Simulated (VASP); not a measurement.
Set up this calculation in VASP 6.6.1, as the native input.

```yaml
Task: single point
Functional: r2SCAN
Potentials_or_basis: VASP PAW PBE potentials, release 64 (Sn_d)
Cutoff: 520 eV
k_mesh: 11 × 11 × 11
Occupations: fermi-dirac, width 0.05 eV
Spin: no spin polarisation
Dipole_correction: no
Further_INCAR_settings: ALGO = Normal; EDIFF = 1e-06; NBANDS = 13
```

Sn:

```xyz
1
Lattice="-1.5457 1.5457 2.2721 1.5457 -1.5457 2.2721 1.5457 1.5457 -2.2721" Properties=species:S:1:pos:R:3 pbc="T T T"
Sn    0.0000    0.0000    0.0000
```

The input as run:

POSCAR

```
Sn
1.0
   -1.5456672476      1.5456645660      2.2721305983
    1.5456672476     -1.5456645660      2.2721305983
    1.5456672476      1.5456645660     -2.2721305983
Sn
1
Direct
    0.0000000000      0.0000000000      0.0000000000
```

INCAR.step1

```
PREC = Accurate
ENCUT = 520
ISMEAR = -1
SIGMA = 0.05
LREAL = False
LASPH = True
NELM = 100
NBANDS = 13
GGA = PE
ALGO = Normal
EDIFF = 1E-4
LWAVE = True
LCHARG = False
```

INCAR.step2

```
PREC = Accurate
ENCUT = 520
EDIFF = 1E-6
ISMEAR = -1
SIGMA = 0.05
LREAL = False
LASPH = True
NELM = 100
ALGO = Normal
ISIF = 2
LWAVE = False
LCHARG = False
METAGGA = R2SCAN
LMIXTAU = True
NBANDS = 13
ISTART = 1
```

KPOINTS

```
Automatic mesh
0
Gamma
  11 11 11
```

Potentials or basis: VASP PAW PBE potentials, release 64 (Sn_d).

The run is started by

```console
$ cat potpaw_PBE.64/Sn_d/POTCAR > POTCAR
$ cp INCAR.step1 INCAR
$ mpirun -np 1 vasp_std > vasp.out
$ cp INCAR.step2 INCAR
$ mpirun -np 1 vasp_std > vasp.out
```

It gave:

The pressure is 20.1 GPa and the band gap on the k mesh is zero (bands 7 and 8 overlap by 12.95 eV).

Caveat: the cell stands under pressure; the PAW data sets were made with another functional, which shifts forces and pressure a little; spin-orbit coupling is left out, which moves the levels of the heavy elements.

Wall time 68 s on 1 thread of Intel Xeon 8259CL (shared host), peak memory 0.16 GiB.
